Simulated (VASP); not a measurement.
Write the native input for VASP 6.6.1 that does the following.

| Item | Value |
| --- | --- |
| Task | single point |
| Functional | SCAN |
| Potentials or basis | VASP PAW PBE potentials, release 64 (Sn_d, Co) |
| Cutoff | 440 eV |
| k mesh | 7 × 7 × 8 |
| Occupations | methfessel-paxton, width 0.1 eV |
| Spin | collinear spin, ferromagnetic start |
| Starting moments | [0.0, 0.0, 0.0, 2.0, 2.0, 2.0] μB |
| Tolerance level | tight |
| Purpose | restart |
| Start | from scratch |
| Further INCAR settings | ALGO = Normal; EDIFF = 1e-06 |

The structure of CoSn lies in POSCAR:

```
CoSn
1.0
    5.2460399276      0.0000000000      0.0000000000
   -2.6230199638      4.5432038466      0.0000000000
    0.0000000000      0.0000000000      4.1875903000
Sn Co
3 3
Direct
    0.0000000000      0.0000000000      0.0000000000
    0.3333333333      0.6666666667      0.5000000000
    0.6666666667      0.3333333333      0.5000000000
    0.5000000000      0.0000000000      0.0000000000
    0.5000000000      0.5000000000      0.0000000000
    0.0000000000      0.5000000000      0.0000000000
```

One way to write it, as run:

INCAR

```
SYSTEM = CoSn
METAGGA  = SCAN           ! meta-GGA
ISPIN    = 2              ! spin polarisation
MAGMOM   = 0 0 0 2 2 2    ! initial moments
LORBIT   = 11             ! projections on sites
ISMEAR   = 1              ! smearing method
SIGMA    = 0.1            ! smearing width, eV
LWAVE    = .FALSE.        ! write WAVECAR
LCHARG   = .FALSE.        ! write CHGCAR
ISIF     = 2              ! what is computed and relaxed
PREC     = Accurate       ! precision mode
LASPH    = .TRUE.         ! aspherical terms in the spheres
LREAL    = .FALSE.        ! projectors in reciprocal space
ALGO     = Normal         ! electronic algorithm
EDIFF    = 1E-6           ! SCF threshold, eV
NELM     = 200            ! most SCF steps
GGA_COMPAT= .FALSE.      
ENCUT    = 440            ! plane-wave cutoff, eV
LMAXMIX  = 4              ! l up to which the mixer works
LMIXTAU  = .TRUE.       
KPAR     = 8
```

KPOINTS

```
k-points
0
Gamma
  7 7 8
```

Potentials or basis: VASP PAW PBE potentials, release 64 (Sn_d, Co).

Command:

```console
$ cat potpaw_PBE.64/Sn_d/POTCAR potpaw_PBE.64/Co/POTCAR > POTCAR
$ mpirun -np 8 vasp_std > vasp.out
```

It gave:

```
Pressure                                              : 1.4 GPa
Net moment                                            : 2.43 μB per cell
Site moments                                          : Sn -0.10, -0.04 (each value once); Co +0.86 μB
Valence electrons inside the program's atomic spheres : Sn 12.34, 12.48 (each value once); Co 8.36
```

Caveat: the PAW data sets were made with another functional, which shifts forces and pressure a little.

It took 8.6 min on 8 MPI ranks on AMD EPYC 9R45 (Zen 5), with other jobs on the host, peak memory 0.39 GiB a rank.
